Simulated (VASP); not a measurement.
# Cu (I4/mmm) in VASP: further runs

Aim: see how the results for Cu move with the level of theory and the settings. Levels: PBE, PBE+D3(BJ), PBEsol+D3(BJ). Tasks: single point, relaxation of cell and atoms.

Program: VASP 6.6.1. These are calculated values, not measurements. Logs are shortened: lines on timing, memory, paths and dates and some standing lists are left out, and cuts for length are marked.

## Step 1: The cell of the first run

The structure is tetragonal, space group I4/mmm (No. 139). Conventional cell: a = 2.886 Å, b = 2.886 Å, c = 2.752 Å, α = 90.00°, β = 90.00°, γ = 90.00°. Cu (site symmetry 4/mmm) has 14 Cu at 2.46 to 2.89 Å within 3.2 Å.

## Step 2: Single point, PBE

INCAR reads:

```
SYSTEM = Cu
PREC = Accurate
ENCUT = 520
EDIFF = 1E-6
ISMEAR = 0
SIGMA = 0.023
LREAL = .False.
LASPH = .True.
NELM = 60
ALGO = Normal
ISIF = 2
LWAVE = .False.
LCHARG = .True.
GGA = PE
LELF = .True.
LVHAR = .True.
NBANDS = 12
```

KPOINTS reads:

```
Automatic mesh
0
Gamma
  13 13 13
  0 0 0
```

POSCAR reads:

```
Cu
1.0
   -1.4427933200      1.4427933200      1.3760814500
    1.4427933200     -1.4427933200      1.3760814500
    1.4427933200      1.4427933200     -1.3760814500
Cu
1
Direct
    0.0000000000      0.0000000000      0.0000000000
```

Potentials or basis: VASP PAW PBE potentials, release 64 (Cu).

On the command line:

```sh
$ cat potpaw_PBE.64/Cu/POTCAR > POTCAR
$ mpirun -np 1 vasp_std > vasp.out
```

OUTCAR:

```text
SYSTEM = Cu
   PREC = Accurate
   ENCUT = 520
   EDIFF = 1E-6
   ISMEAR = 0
   LREAL = .False.
   LASPH = .True.
   NELM = 60
   ISIF = 2
   GGA = PE

 ion  position               nearest neighbor table
   1  0.000  0.000  0.000-

  LATTYP: Found a body centered tetragonal cell.
 ALAT       =     2.8855866400
 C/A-ratio  =     0.9537620052

  Lattice vectors:

 A1 = (  -1.4427933200,   1.4427933200,   1.3760814500)
 A2 = (   1.4427933200,  -1.4427933200,   1.3760814500)
 A3 = (   1.4427933200,   1.4427933200,  -1.3760814500)

Analysis of symmetry for initial positions (statically):
=====================================================================
 Subroutine PRICEL returns:
 Original cell was already a primitive cell.

 Routine SETGRP: Setting up the symmetry group for a
 body centered tetragonal supercell.

 Subroutine GETGRP returns: Found 16 space group operations
 (whereof 16 operations were pure point group operations)
 out of a pool of 16 trial point group operations.

The static configuration has the point symmetry D_4h.

Analysis of symmetry for dynamics (positions and initial velocities):
=====================================================================
 Subroutine PRICEL returns:
 Original cell was already a primitive cell.

 Routine SETGRP: Setting up the symmetry group for a
 body centered tetragonal supercell.

 Subroutine GETGRP returns: Found 16 space group operations
 (whereof 16 operations were pure point group operations)
 out of a pool of 16 trial point group operations.

The dynamic configuration has the point symmetry D_4h.

 Subroutine INISYM returns: Found 16 space group operations
 (whereof 16 operations are pure point group operations),
 and found     1 'primitive' translations

----------------------------------------------------------------------------------------

                                     Primitive cell

  volume of cell :      11.4581

  direct lattice vectors                    reciprocal lattice vectors
    -1.442793320  1.442793320  1.376081450     0.000000000  0.346549983  0.363350585
     1.442793320 -1.442793320  1.376081450     0.346549983  0.000000000  0.363350585
     1.442793320  1.442793320 -1.376081450     0.346549983  0.346549983  0.000000000

  length of vectors
     2.461078074  2.461078074  2.461078074     0.502116060  0.502116060  0.490095685

  position of ions in fractional coordinates (direct lattice)
     0.000000000  0.000000000  0.000000000

  ion indices of the primitive-cell ions
   primitive index   ion index
                 1           1

----------------------------------------------------------------------------------------

 KPOINTS: Automatic mesh

Automatic generation of k-mesh.
 Grid dimensions read from file:
 generate k-points for:   13   13   13

 Generating k-lattice:

  Cartesian coordinates                     Fractional coordinates (reciprocal lattice)
     0.000000000  0.026657691  0.027950045     0.076923077 -0.000000000  0.000000000
     0.026657691  0.000000000  0.027950045    -0.000000000  0.076923077  0.000000000
     0.026657691  0.026657691  0.000000000     0.000000000  0.000000000  0.076923077

  Length of vectors
     0.038624312  0.038624312  0.037699668

  Shift w.r.t. Gamma in fractional coordinates (k-lattice)
     0.000000000  0.000000000  0.000000000

 Subroutine IBZKPT returns following result:
 ===========================================

 Found    196 irreducible k-points:

 Following reciprocal coordinates:
            Coordinates               Weight
  0.000000  0.000000  0.000000      1.000000
  0.076923  0.000000  0.000000      8.000000
  0.153846  0.000000  0.000000      8.000000
  0.230769 -0.000000  0.000000      8.000000
  0.307692  0.000000  0.000000      8.000000
  0.384615 -0.000000  0.000000      8.000000
[... 16 lines left out ...]
  0.384615  0.153846  0.000000     16.000000
  0.461538  0.153846  0.000000     16.000000
 [... further k-points ...]
   k-points           NKPTS =    196   k-points in BZ     NKDIM =    196   number of bands    NBANDS=     12
   number of dos      NEDOS =    301   number of ions     NIONS =      1
   total plane-waves  NPLWV =   5832
   dimension x,y,z NGX =    18 NGY =   18 NGZ =   18
   dimension x,y,z NGXF=    36 NGYF=   36 NGZF=   36
   ions per type =               1
   NGX,Y,Z   is equivalent  to a cutoff of  12.16, 12.16, 12.16 a.u.
   NGXF,Y,Z  is equivalent  to a cutoff of  24.32, 24.32, 24.32 a.u.
 SYSTEM =  Cu
   PREC   = accura    normal or accurate (medium, high low for compatibility)
   ISTART =      0    job   : 0-new  1-cont  2-samecut
   ICHARG =      2    charge: 1-file 2-atom 10-const
   ISPIN  =      1    spin polarized calculation?
   LNONCOLLINEAR =      F non collinear calculations
   LSORBIT =      F    spin-orbit coupling
   LASPH  =      T    aspherical Exc in radial PAW
   ENCUT  =  520.0 eV  38.22 Ry    6.18 a.u.   4.58  4.58  4.58*2*pi/ulx,y,z
   NELM   =     60;   NELMIN=  2; NELMDL= -5     # of ELM steps
   EDIFF  = 0.1E-05   stopping-criterion for ELM
   LREAL  =      F    real-space projection
[... 7 lines left out ...]
   TEBEG  =    0.0;   TEEND  =   0.0 temperature during run
   PSTRESS=    0.0 pullay stress
   NELECT =      11.0000    total number of electrons
   NUPDOWN=      -1.0000    fix difference up-down
   EMIN   =  10.00;   EMAX   =-10.00  energy-range for DOS
   EFERMI =   0.00;   METHOD = LEGACY
   ISMEAR =     0;   SIGMA  =   0.02  broadening in eV -4-tet -1-fermi 0-gaus
   EFERMI_NEDOS =   21; number of points for ismear=-14 and -15
   IALGO  =     38    algorithm
   IMIX   =      4    mixing-type and parameters
     AMIX     =   0.40;   BMIX     =  1.00
     AMIX_MAG =   1.60;   BMIX_MAG =  1.00
  volume/ion in A,a.u.               =      11.46        77.32
  Fermi-wavevector in a.u.,A,eV,Ry     =   1.614984  3.051878 35.486359  2.608174
  Thomas-Fermi vector in A             =   2.709805
   LORBIT       =      0    0 simple, 1 ext, 2 COOP (PROOUT), +10 PAW based schemes
   GGA     = PE    functional components
   LHFCALC =     F    Hartree Fock is set to
   AEXX    =    0.0000 exact exchange contribution
   IVDW    =     0    specifies the selected vdW correction
   LEPSILON=     F    determine dielectric tensor
   LRPA    =     F    only Hartree local field effects (RPA)
 non-spin polarized calculation
 Gauss-broadening in eV      SIGMA  =   0.02
  energy-cutoff  :      520.00
  volume of cell :       11.46
 maximum number of plane-waves:       323
   NGX =  9   NGY =  9   NGZ =  9

 number of electron      10.9999998 magnetization

 Free energy of the ion-electron system (eV)
  ---------------------------------------------------
  ext. energy  EPLUGINS =         0.00000000
  ---------------------------------------------------
  free energy    TOTEN  =        -3.68256783 eV

  energy without entropy =       -3.68242703  energy(sigma->0) =       -3.68249743

 E-fermi :   7.9085     XC(G=0): -12.9032

 val. band max:        7.9042215749   @ k =  -0.0769  -0.4615   0.0769
 cond. band min:       7.9311885523   @ k =  -0.2308   0.4615   0.0769
 fundamental gap:      0.0269669774
 Fermi energy:         7.9084618095

 k-point     1 :       0.0000    0.0000    0.0000
  band No.  band energies     occupation
      1      -1.6114      2.00000
      2       4.6488      2.00000
      3       4.8440      2.00000
      4       4.8440      2.00000
      5       5.7145      2.00000
      6       5.9207      2.00000
      7      32.8393      0.00000
      8      32.8393      0.00000
      9      34.0845      0.00000
     10      36.9096      0.00000
     11      36.9096      0.00000
     12      36.9230      0.00000

 k-point     2 :       0.0769    0.0000    0.0000
  band No.  band energies     occupation
      1      -1.3746      2.00000
      2       4.6540      2.00000
      3       4.8371      2.00000
      4       4.8832      2.00000
      5       5.7146      2.00000
      6       5.8877      2.00000
      7      31.2895      0.00000
      8      32.2616      0.00000
      9      32.5596      0.00000
     10      34.6473      0.00000
     11      35.3036      0.00000
     12      36.0487      0.00000

 k-point     3 :       0.1538    0.0000    0.0000
  band No.  band energies     occupation
      1      -0.6814      2.00000
      2       4.5590      2.00000
      3       4.7994      2.00000
      4       5.1098      2.00000
      5       5.7109      2.00000
      6       5.8385      2.00000
      7      27.3350      0.00000
      8      30.5089      0.00000
      9      31.0861      0.00000
     10      32.2746      0.00000
     11      34.0492      0.00000
     12      36.4944      0.00000
[... 286 lines left out ...]
 k-point    23 :       0.3846    0.1538    0.0000
  band No.  band energies     occupation
      1       3.1291      2.00000
      2       4.0221      2.00000
      3       5.1473      2.00000
      4       5.7880      2.00000
      5       6.1908      2.00000
      6       8.9703      0.00000
      7      13.3279      0.00000
      8      20.3212      0.00000
      9      25.2078      0.00000
     10      31.7682      0.00000
     11      37.2273      0.00000
     12      38.9651      0.00000

 k-point    24 :       0.4615    0.1538    0.0000
  band No.  band energies     occupation
      1       3.1255      2.00000
      2       4.0280      2.00000
      3       5.1427      2.00000
      4       5.7979      2.00000
      5       6.1391      2.00000
      6       8.8620      0.00000
      7      13.5161      0.00000
      8      20.2082      0.00000
      9      25.3406      0.00000
     10      31.7301      0.00000
     11      37.4967      0.00000
     12      39.8746      0.00000

 [... further k-points ...]

------------------------ aborting loop because EDIFF is reached ----------------------------------------

  FORCE on cell =-STRESS in cart. coord.  units (eV):
  Direction    XX          YY          ZZ          XY          YZ          ZX
  --------------------------------------------------------------------------------------
  -------------------------------------------------------------------------------------
  Total        0.5617172      0.5617172      0.5582799      0.0000000      0.0000000      0.0000000
  in kB       78.5445218     78.5445218     78.0638960      0.0000000      0.0000000      0.0000000
  external PRESSURE =      78.3843132 kB  Pullay stress =       0.0000000 kB

 VOLUME and BASIS-vectors are now :
 -----------------------------------------------------------------------------
  energy-cutoff  :      520.00
  volume of cell :       11.46
      direct lattice vectors                 reciprocal lattice vectors
    -1.442793320  1.442793320  1.376081450     0.000000000  0.346549983  0.363350585
     1.442793320 -1.442793320  1.376081450     0.346549983  0.000000000  0.363350585
     1.442793320  1.442793320 -1.376081450     0.346549983  0.346549983  0.000000000

 POSITION                                       TOTAL-FORCE (eV/Angst)
 -----------------------------------------------------------------------------------
      0.00000      0.00000      0.00000        -0.000000      0.000000      0.000000
 -----------------------------------------------------------------------------------
    total drift:                               -0.000000     -0.000000      0.000000

  FREE ENERGIE OF THE ION-ELECTRON SYSTEM (eV)
  ---------------------------------------------------
  free  energy   TOTEN  =        -3.6825678290 eV

  energy  without entropy=       -3.6824270316  energy(sigma->0) =       -3.68249743
```

Wall time 12 s (1 thread of AMD EPYC 9R45 (Zen 5), shared host); peak memory 0.11 GiB.

What came out:

```
Free energy            : -3.6826 eV
Pressure               : 7.8 GPa
Band gap on the k mesh : zero (an odd number of electrons rules out a gap without spin polarisation)
```

Caveat: the cell stands under pressure.

## Step 3: Single point, PBE

INCAR reads:

```
ALGO = Normal
EDIFF = 1E-6
ENCUT = 520
GGA = PE
ISIF = 2
ISMEAR = 0
LASPH = T
LCHARG = T
LELF = T
LREAL = F
LVHAR = T
LWAVE = F
NBANDS = 12
NELM = 80
PREC = Accurate
SIGMA = 0.026000000000000002
```

KPOINTS reads:

```
k-points
0
Gamma
  13 13 13
```

POSCAR is that of step 2.

Potentials or basis: VASP PAW PBE potentials, release 64 (Cu).

On the command line:

```sh
$ cat potpaw_PBE.64/Cu/POTCAR > POTCAR
$ mpirun -np 1 vasp_std > vasp.out
```

It took 12 s on 1 thread of AMD EPYC 9R45 (Zen 5), shared host; peak memory 0.11 GiB.

Results (log left out):

```
Free energy            : -3.6826 eV
Pressure               : 7.8 GPa
Band gap on the k mesh : zero (an odd number of electrons rules out a gap without spin polarisation)
```

Levels at points of the mesh, in eV from the Fermi level:
```
           k point  band 4  band 5  band 6  band 7  band 8  band 9
(0.00, 0.00, 0.00)   -3.06   -2.19   -1.99   24.93   24.93   26.18
```

Caveat: the cell stands under pressure.

## Step 4: Single point, PBE+D3(BJ)

This run uses another cell than the first one, of 11.35 Å³/atom.

INCAR reads:

```
PREC = Accurate
ENCUT = 520
EDIFF = 1E-7
ISMEAR = -1
SIGMA = 0.05
LREAL = False
LASPH = True
NELM = 100
ALGO = Normal
ISIF = 2
LWAVE = False
LCHARG = False
GGA = PE
IVDW = 12
NBANDS = 12
```

KPOINTS reads:

```
Automatic mesh
0
Gamma
  13 13 13
```

POSCAR reads:

```
Cu
1.0
   -1.4368693602      1.4368693602      1.3747415035
    1.4368693602     -1.4368693602      1.3747415035
    1.4368693602      1.4368693602     -1.3747415035
Cu
1
Direct
    0.0000000000      0.0000000000      0.0000000000
```

On the command line:

```sh
$ cat potpaw_PBE.64/Cu/POTCAR > POTCAR
$ mpirun -np 1 vasp_std > vasp.out
```

Run time: 13 s. Hardware: 1 thread of AMD EPYC 9R45 (Zen 5), shared host; peak memory 0.12 GiB.

It converged, with:

```
Free energy                : -4.2853 eV
Pressure                   : 0.6 GPa
Band gap on the k mesh     : zero (an odd number of electrons rules out a gap without spin polarisation)
Dispersion energy per atom : -0.607 eV
```

Stress tensor (GPa, compression positive):
```
0.60 0.00 0.00
0.00 0.60 0.00
0.00 0.00 0.51
```

Levels at points of the mesh, in eV from the Fermi level:
| k point | band 4 | band 5 | band 6 | band 7 | band 8 | band 9 |
| --- | --- | --- | --- | --- | --- | --- |
| (0.00, 0.00, 0.00) | -3.12 | -2.22 | -2.02 | 25.04 | 25.04 | 26.20 |

## Step 5: Relaxation of cell and atoms, PBE+D3(BJ)

INCAR reads:

```
ALGO = Normal ; EDIFF = 1E-6
EDIFFG = -0.01 ; ENCUT = 600
GGA = PE ; IBRION = 2
ISIF = 3 ; ISMEAR = -1
IVDW = 12 ; LASPH = True
LCHARG = False ; LREAL = False
LWAVE = False ; NELM = 100
NSW = 60 ; PREC = Accurate
SIGMA = 0.05
```

KPOINTS reads:

```
k-points
0
Gamma
  13 13 13
```

POSCAR reads:

```
Cu
1.0
   -1.4427933200      1.4427933200      1.3760814500
    1.4427933200     -1.4427933200      1.3760814500
    1.4427933200      1.4427933200     -1.3760814500
Cu
1
Direct
    0.0000000000      0.0000000000      0.0000000000
```

On the command line:

```sh
$ cat potpaw_PBE.64/Cu/POTCAR > POTCAR
$ mpirun -np 1 vasp_std > vasp.out
```

Wall time 22 s (1 thread of AMD EPYC 9R45 (Zen 5), shared host); peak memory 0.13 GiB.

The run converged. Its results:

```
Free energy                           : -4.2855 eV
Relaxed volume                        : 11.40 Å³/atom
Relaxed cell                          : a = 2.457 Å, b = 2.457 Å, c = 2.457 Å, α = 108.21°, β = 108.21°, γ = 112.02°
Space group after relaxing (to 0.1 Å) : I4/mmm (No. 139)
Energy gained by relaxing             : 0.2 meV/atom
Ionic steps                           : 3
Pressure after relaxing               : 0.1 GPa
Band gap on the k mesh                : zero (an odd number of electrons rules out a gap without spin polarisation)
Dispersion energy per atom            : -0.605 eV
```

Step by step:
| step | energy change (eV) | largest force (eV/Å) | pressure (GPa) | volume (Å³) |
| --- | --- | --- | --- | --- |
| 1 | 0.0000 | 0.0000 | -0.82 | 11.46 |
| 2 | -0.0001 | 0.0000 | 0.44 | 11.36 |
| 3 | -0.0002 | 0.0000 | 0.10 | 11.40 |

Final structure:
```
Cu
1.0
    -1.44032    1.44032    1.37349
     1.44032   -1.44032    1.37349
     1.44032    1.44032   -1.37349
Cu
1
Cartesian
  0.0000 0.0000 0.0000
```

Levels at points of the mesh, in eV from the Fermi level:
```tsv
k point	band 4	band 5	band 6	band 7	band 8	band 9
(0.00, 0.00, 0.00)	-3.09	-2.22	-2.01	24.97	24.97	26.22
```

## Step 6: Relaxation of cell and atoms, PBEsol+D3(BJ)

INCAR reads:

```
PREC = Accurate
ENCUT = 600
EDIFF = 1E-6
ISMEAR = -1
SIGMA = 0.05
LREAL = False
LASPH = True
NELM = 80
ALGO = Fast
ISIF = 3
LWAVE = False
LCHARG = False
GGA = PS
IVDW = 12
IBRION = 2
NSW = 60
EDIFFG = -0.01
```

KPOINTS reads:

```
regular mesh
0
Gamma
  13 13 13
```

POSCAR is that of step 5.

Potentials or basis: VASP PAW PBE potentials, release 64 (Cu).

On the command line:

```sh
$ cat potpaw_PBE.64/Cu/POTCAR > POTCAR
$ mpirun -np 1 vasp_std > vasp.out
```

Wall time 3.6 min (1 thread of AMD EPYC 9R45 (Zen 5), shared host); peak memory 0.14 GiB.

It converged, with:

```
Free energy                           : -4.8320 eV
Relaxed volume                        : 10.90 Å³/atom
Relaxed cell                          : a = 2.420 Å, b = 2.420 Å, c = 2.420 Å, α = 108.54°, β = 108.54°, γ = 111.34°
Space group after relaxing (to 0.1 Å) : I4/mmm (No. 139)
Energy gained by relaxing             : 15.2 meV/atom
Ionic steps                           : 34
Pressure after relaxing               : 0.1 GPa
Band gap on the k mesh                : zero (an odd number of electrons rules out a gap without spin polarisation)
Dispersion energy per atom            : -0.568 eV
```

The path:
```tsv
step	energy change (eV)	largest force (eV/Å)	pressure (GPa)	volume (Å³)
1	0.0000	0.0000	-7.83	11.46
2	-0.0084	0.0000	4.59	10.55
3	-0.0151	0.0000	-0.55	10.90
4	-0.0150	0.0000	1.74	10.86
5	-0.0151	0.0000	-0.75	10.89
6	-0.0151	0.0000	0.82	10.88
7	-0.0149	0.0000	-1.14	10.96
8	-0.0151	0.0000	-0.03	10.90
9	-0.0151	0.0000	-0.82	10.90
10	-0.0149	0.0000	1.15	10.83
11	-0.0151	0.0000	0.14	10.89
12	-0.0151	0.0000	-0.16	10.89
13	-0.0151	0.0000	0.09	10.89
14	-0.0151	0.0000	-0.66	10.89
15	-0.0150	0.0000	0.89	10.85
16	-0.0151	0.0000	-0.43	10.87
17	-0.0151	0.0000	0.60	10.86
18	-0.0151	0.0000	-0.13	10.87
19	-0.0151	0.0000	0.85	10.86
20	-0.0151	0.0000	0.65	10.87
21	-0.0151	0.0000	0.07	10.89
22	-0.0151	0.0000	0.03	10.90
23	-0.0151	0.0000	-0.20	10.91
24	-0.0151	0.0000	-0.15	10.90
25	-0.0151	0.0000	0.26	10.90
26	-0.0151	0.0000	0.02	10.90
27	-0.0151	0.0000	-0.03	10.90
28	-0.0152	0.0000	-0.05	10.90
29	-0.0152	0.0000	-0.41	10.90
30	-0.0152	0.0000	0.92	10.90
31	-0.0151	0.0000	0.92	10.90
32	-0.0152	0.0000	-0.14	10.90
33	-0.0152	0.0000	0.15	10.90
34	-0.0152	0.0000	0.13	10.90
```

Final structure:
```yaml
crystal:
  lattice:
    - [-1.41308, 1.41308, 1.36474]
    - [1.41308, -1.41308, 1.36474]
    - [1.41308, 1.41308, -1.36474]
  atoms:
    - { symbol: Cu, position: [0.00000, 0.00000, 0.00000] }
```

Levels at points of the mesh, in eV from the Fermi level:
```
           k point  band 3  band 4  band 5  band 6  band 7  band 8  band 9
(0.00, 0.00, 0.00)   -3.26   -3.26   -2.25   -2.09   25.54   25.54   26.44
```

Caveat: the PAW data sets were made with another functional, which shifts forces and pressure a little.

## Step 7: The runs side by side

| task | level | cell | cutoff (eV) | smearing | gap on the mesh (eV) | pressure (GPa) | relaxed volume (Å³/atom) |
| --- | --- | --- | --- | --- | --- | --- | --- |
| single point | PBE | a = 2.461 Å, angles 108.2, 108.2, 112.0°, 1 atom | 520 | gaussian 0.023 eV | none | 7.8 | - |
| single point | PBE | a = 2.461 Å, angles 108.2, 108.2, 112.0°, 1 atom | 520 | gaussian 0.026 eV | none | 7.8 | - |
| single point | PBE+D3(BJ) | a = 2.453 Å, angles 108.3, 108.3, 111.8°, 1 atom | 520 | fermi-dirac 0.05 eV | none | 0.6 | - |
| relaxation of cell and atoms | PBE+D3(BJ) | relaxed from a = 2.461 Å, angles 108.2, 108.2, 112.0°, 1 atom | 600 | fermi-dirac 0.05 eV | none | 0.1 | 11.40 |
| relaxation of cell and atoms | PBEsol+D3(BJ) | relaxed from a = 2.461 Å, angles 108.2, 108.2, 112.0°, 1 atom | 600 | fermi-dirac 0.05 eV | none | 0.1 | 10.90 |

Alike in all rows: potentials or basis VASP PAW PBE potentials, release 64 (Cu); no spin polarisation; k mesh 13 × 13 × 13.

Caveats: the cell stands under pressure (at least some runs); the PAW data sets were made with another functional, which shifts forces and pressure a little (at least some runs).

Total energies depend on the potentials used, so only differences within one code and one set of settings carry meaning.
